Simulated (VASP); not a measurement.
A run of VASP 6.6.1 is set up as follows.

The input INCAR:

```
SYSTEM = Sr
PREC = Accurate
ENCUT = 520
EDIFF = 1E-6
ISMEAR = 0
SIGMA = 0.1
LREAL = .False.
LASPH = .True.
NELM = 60
ALGO = Normal
ISIF = 2
LWAVE = .False.
LCHARG = .False.
GGA = PE
IVDW = 12
NBANDS = 11
```

Contents of KPOINTS:

```
Automatic mesh
0
Gamma
  4 4 4
  0 0 0
```

Contents of POSCAR:

```
Sr
1.0
   -2.4250000000      2.4250000000      2.4250000000
    2.4250000000     -2.4250000000      2.4250000000
    2.4250000000      2.4250000000     -2.4250000000
Sr
1
Direct
    0.0000000000      0.0000000000      0.0000000000
```

Potentials or basis: VASP PAW PBE potentials, release 64 (Sr_sv).

Run with:

```sh
$ cat potpaw_PBE.64/Sr_sv/POTCAR > POTCAR
$ mpirun -np 1 vasp_std > vasp.out
```

What does it give for the pressure?

-1.3 GPa.

Estimate the band gap on the k mesh.

zero (band 5 reaches 1.80 eV, above the bottom of band 6 at 1.37 eV).

Predict the dispersion energy per atom.

-0.189 eV.

Caveat: the k points lie up to 0.46 Å⁻¹ apart; pairwise dispersion overbinds metals, which lowers pressure and volume.
